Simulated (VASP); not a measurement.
A run of VASP 6.6.1 is set up as follows.

Contents of INCAR:

```
PREC     = Accurate       # precision mode
ENCUT    = 600            # plane-wave cutoff, eV
EDIFF    = 1E-6           # SCF threshold, eV
ISMEAR   = -1             # smearing method
SIGMA    = 0.05           # smearing width, eV
LREAL    = F              # projectors in reciprocal space
LASPH    = T              # aspherical terms in the spheres
NELM     = 120            # most SCF steps
ALGO     = Normal         # electronic algorithm
ISIF     = 2              # what is computed and relaxed
LWAVE    = F              # write WAVECAR
LCHARG   = T              # write CHGCAR
GGA      = PE             # functional
LELF     = T              # ELF
LVHAR    = T            
NBANDS   = 21             # bands
GGA_COMPAT= F
```

The input KPOINTS:

```
regular mesh
0
Gamma
  6 6 6
```

The input POSCAR:

```
PbF2
1.0
    0.0000000000      2.9604388884      2.9604388884
    2.9604388884      0.0000000000      2.9604388884
    2.9604388884      2.9604388884      0.0000000000
Pb F
1 2
Direct
    0.0000000000      0.0000000000      0.0000000000
    0.2500000000      0.2500000000      0.2500000000
    0.7500000000      0.7500000000      0.7500000000
```

Potentials or basis: VASP PAW PBE potentials, release 64 (Pb_d, F).

Run with:

```sh
$ cat potpaw_PBE.64/Pb_d/POTCAR potpaw_PBE.64/F/POTCAR > POTCAR
$ mpirun -np 1 vasp_std > vasp.out
```

Question: What does it give for the pressure?

Answer: 2.7 GPa.

Question: Predict the band gap on the k mesh.

Answer: 4.44 eV (least direct gap 4.56 eV).

Caveat: spin-orbit coupling is left out, which moves the levels of the heavy elements. A k mesh can miss the band edges.
